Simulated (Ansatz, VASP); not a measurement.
# PbSe: VASP beside Ansatz

```
Pb Se
1.0
     0.00856    3.42320    3.42320
     3.42320    0.00856    3.42320
     3.43176    3.43176    0.00000
Pb Se
1 1
Direct
  0.00049 0.00049 0.99951
  0.24951 0.24951 0.25049
```

Change from the starting cell: shear_xy strain +0.5%.

Alike in both runs: task single point; functional PBE; k mesh 6 × 6 × 6; occupations fermi-dirac, width 0.02 eV; no spin polarisation.

|  | VASP | Ansatz |
| --- | --- | --- |
| version | VASP 6.6.1 | Ansatz 0.2.0 |
| potentials or method | VASP PAW PBE potentials, release 64 (Pb_d, Se) | plane waves, PAW |
| plane-wave cutoff (eV) | 520 | 420 |
| valence electrons in the cell | 20 | 30 |

```csv
,VASP,Ansatz,Ansatz less VASP
gap on the k mesh at the Fermi level (eV),0.75,0.75,-0.001
pressure (GPa),0.7,0.8,+0.01
```

With one functional, cell and mesh, what is left measures potentials, basis and numerics. VASP's potentials hold 20 valence electrons a cell and Ansatz's 30, so a difference there can come from the potentials and not from the codes.

Spin-orbit coupling is off throughout.
